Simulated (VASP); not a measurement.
Wanted: the native input for a VASP 6.6.1 run.

```
Task                   : single point
Functional             : RPBE
Potentials or basis    : VASP PAW PBE potentials, release 64 (Si)
Cutoff                 : 500 eV
k mesh                 : 19 × 19 × 19
Occupations            : fermi-dirac, width 0.1 eV
Spin                   : no spin polarisation
Dipole correction      : no
Further INCAR settings : ALGO = Normal; EDIFF = 1e-06; NBANDS = 8
```

The structure of Si lies in POSCAR:

```
Si
1.0
   -1.5282442480      1.5282442480      1.5282442480
    1.5282442480     -1.5282442480      1.5282442480
    1.5282442480      1.5282442480     -1.5282442480
Si
1
Direct
    0.0000000000      0.0000000000      0.0000000000
```

These files were run (other wordings do the same):

INCAR

```
PREC     = Accurate       # precision mode
ENCUT    = 500            # plane-wave cutoff, eV
EDIFF    = 1E-6           # SCF threshold, eV
ISMEAR   = -1             # smearing method
SIGMA    = 0.1            # smearing width, eV
LREAL    = F              # projectors in reciprocal space
LASPH    = T              # aspherical terms in the spheres
NELM     = 120            # most SCF steps
ALGO     = Normal         # electronic algorithm
ISIF     = 2              # what is computed and relaxed
LWAVE    = F              # write WAVECAR
LCHARG   = F              # write CHGCAR
GGA      = RP             # functional
NBANDS   = 8              # bands
GGA_COMPAT= F
```

KPOINTS

```
regular mesh
0
Gamma
  19 19 19
```

Potentials or basis: VASP PAW PBE potentials, release 64 (Si).

The run is started by

```bash
$ cat potpaw_PBE.64/Si/POTCAR > POTCAR
$ mpirun -np 1 vasp_std > vasp.out
```

Results of the run:

```yaml
Pressure: 3.3 GPa
Band_gap_on_the_k_mesh: zero (band 2 reaches 22.11 eV, above the bottom of band 3 at 6.15 eV)
```

Caveat: the PAW data sets were made with another functional, which shifts forces and pressure a little.

Run time: 12 s on 1 thread of Intel Xeon 6975P-C, with other jobs on the host, peak memory 0.13 GiB.
